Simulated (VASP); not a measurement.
Runs of VASP 6.6.1 on CuI. The structure is that of space group I-4m2 (No. 119), or close to it. The cells are those of the table. 

```csv
cell,gap on the mesh (eV),pressure (GPa)
"a = 4.167, b = 4.167, c = 4.812 Å, angles 54.7, 54.7, 70.5°, 2 atoms",1.49,(c)
"a = 4.456, b = 4.456, c = 4.034 Å, angles 63.1, 63.1, 53.8°, 2 atoms",1.44,-1.1
"a = 4.177, b = 4.177, c = 4.657 Å, angles 56.1, 56.1, 67.8°, 2 atoms",1.51,(b)
"a = 4.678, b = 4.678, c = 3.820 Å, angles 65.9, 65.9, 48.2°, 2 atoms",0.99,-1.2
"a = 4.260, b = 4.260, c = 4.346 Å, angles 59.3, 59.3, 61.3°, 2 atoms",(a),-0.9
"a = 4.556, b = 4.556, c = 3.928 Å, angles 64.5, 64.5, 51.1°, 2 atoms",1.27,-1.2
"a = 4.366, b = 4.366, c = 4.153 Å, angles 61.6, 61.6, 56.8°, 2 atoms",1.55,-0.9
"a = 4.200, b = 4.200, c = 4.526 Å, angles 57.4, 57.4, 65.2°, 2 atoms",1.52,-1.1
```

Alike in all rows: task single point; level r2SCAN; potentials or basis VASP PAW PBE potentials, release 64 (Cu, I); no spin polarisation; k mesh 8 × 8 × 8; cutoff (eV) 520; smearing gaussian 0.05 eV.

Q: Estimate the missing entries.

A: (a) 1.57; (b) -1.5; (c) -2.1.

Caveats: the PAW data sets were made with another functional, which shifts forces and pressure a little; spin-orbit coupling is left out, which moves the levels of the heavy elements.

A k mesh can miss the band edges, and the runs leave out spin-orbit coupling on I.
